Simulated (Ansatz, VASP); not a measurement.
C: VASP beside Ansatz

The input INCAR:

```
SYSTEM = C
ALGO = Normal
EDIFF = 1E-6
ENCUT = 520
ISIF = 2
ISMEAR = 0
LASPH = .True.
LCHARG = .False.
LREAL = .False.
LWAVE = .False.
NBANDS = 26
NELM = 80
PREC = Accurate
SIGMA = 0.05
```

KPOINTS

```
k-points
0
Gamma
  12 12 4
  0 0 0
```

The input POSCAR:

```
C
1.0
    2.5477576841      0.0000000000      0.0000000000
   -1.2738788420      2.2064228771      0.0000000000
    0.0000000000      0.0000000000      7.8306598603
C
8
Direct
    0.0000000000      0.0000000000      0.0943974049
    0.0000000000      0.0000000000      0.5943974049
    0.0000000000      0.0000000000      0.4056025951
    0.0000000000      0.0000000000      0.9056025951
    0.3333333333      0.6666666667      0.1544085368
    0.6666666667      0.3333333333      0.6544085368
    0.3333333333      0.6666666667      0.3455914632
    0.6666666667      0.3333333333      0.8455914632
```

Input for Ansatz:

```yaml
crystal:
  lattice:
    - [2.5477576841, 0.0, 0.0]
    - [-1.273878842, 2.2064228771, 0.0]
    - [0.0, 0.0, 7.8306598603]
  atoms:
    - { symbol: C, position: [0.0, 0.0, 0.0943974049] }
    - { symbol: C, position: [0.0, 0.0, 0.5943974049] }
    - { symbol: C, position: [0.0, 0.0, 0.4056025951] }
    - { symbol: C, position: [0.0, 0.0, 0.9056025951] }
    - { symbol: C, position: [0.3333333333, 0.6666666667, 0.1544085368] }
    - { symbol: C, position: [0.6666666667, 0.3333333333, 0.6544085368] }
    - { symbol: C, position: [0.3333333333, 0.6666666667, 0.3455914632] }
    - { symbol: C, position: [0.6666666667, 0.3333333333, 0.8455914632] }
basis:
  ecutwfc: 520.0
kpoints:
  mp_grid: { grid: [12, 12, 4] }
hamiltonian:
  xc: lda
  pseudopotentials: { kind: paw, azcp: { folder: soft_1 } }
scf:
  occupations: { method: gaussian, width: 0.05 }
output:
  forces: true
  stress: true
  eigenvalues: true
```

Change from the starting cell: mode 21 frozen in at +0.012 Å, strain +e along z and -e/2 along x and y -0.0467.

Alike in both runs: task single point; functional LDA; k mesh 12 × 12 × 4; occupations gaussian, width 0.05 eV; no spin polarisation.

|  | VASP | Ansatz |
| --- | --- | --- |
| version | VASP 6.6.1 | Ansatz 0.2.0 |
| potentials or method | VASP PAW LDA potentials, release 64 (C), cutoff 520 eV | scalar-relativistic, plane waves, PAW |
| valence electrons in the cell | 32 | 32 |

```csv
,VASP,Ansatz,Ansatz less VASP
gap on the k mesh at the Fermi level (eV),3.63,3.64,+0.014
least direct gap on the mesh (eV),4.70,4.70,+0.004
pressure (GPa),4.9,3.2,-1.72
"traceless stress, the component that is largest in VASP (GPa)",61.29,61.08,-0.211
rms of the force components (eV/Å),0.240,0.249,+0.0095
```

Ansatz warns that its potentials were made for another functional, while VASP's fit it. LDA's correlation is that of Perdew and Zunger in VASP and of Perdew and Wang (1992) in Ansatz. Atom by atom the forces differ by 0.011 eV/Å (rms over components).
